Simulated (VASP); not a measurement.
Runs of VASP 6.6.1 on CuGe. The structure is that of space group Cmcm (No. 63), or close to it. The cells are those of the table. 

```tsv
task	cell	k mesh	cutoff (eV)	gap on the mesh (eV)	pressure (GPa)	relaxed volume (Å³/atom)	largest force (eV/Å)
relaxation of cell and atoms	relaxed from a = 4.584, b = 4.584, c = 4.159 Å, angles 90.0, 90.0, 133.7°, 4 atoms	6 × 6 × 4	600	none	-0.1	(a)	-
single point	a = 4.762, b = 4.762, c = 4.088 Å, angles 90.0, 90.0, 138.3°, 4 atoms	6 × 6 × 4	520	none	0.3	-	0.02
relaxation of cell and atoms	relaxed from a = 5.290, b = 5.290, c = 3.526 Å, angles 90.0, 90.0, 133.9°, 4 atoms	4 × 4 × 6	600	none	0.3	15.82	0.03
single point	a = 4.584, b = 4.584, c = 4.159 Å, angles 90.0, 90.0, 133.7°, 4 atoms	4 × 4 × 6	520	none	(b)	-	0.02
single point	a = 5.290, b = 5.290, c = 3.526 Å, angles 90.0, 90.0, 133.9°, 4 atoms	6 × 6 × 6	520	none	1.9	-	3.91
```

Alike in all rows: level PBE; potentials or basis VASP PAW PBE potentials, release 64 (Cu, Ge_d); no spin polarisation; smearing gaussian 0.1 eV.

Fill in the values left out.

(a) 15.45; (b) 0.2.

Caveats: some runs use coarse meshes; forces of over 1 eV/Å act on the atoms, so gaps and moduli don't describe the material at rest (some runs).

A k mesh can miss the band edges, and the runs leave out spin-orbit coupling on Ge.

A gap of «none» marks levels without a gap at the run's occupations.
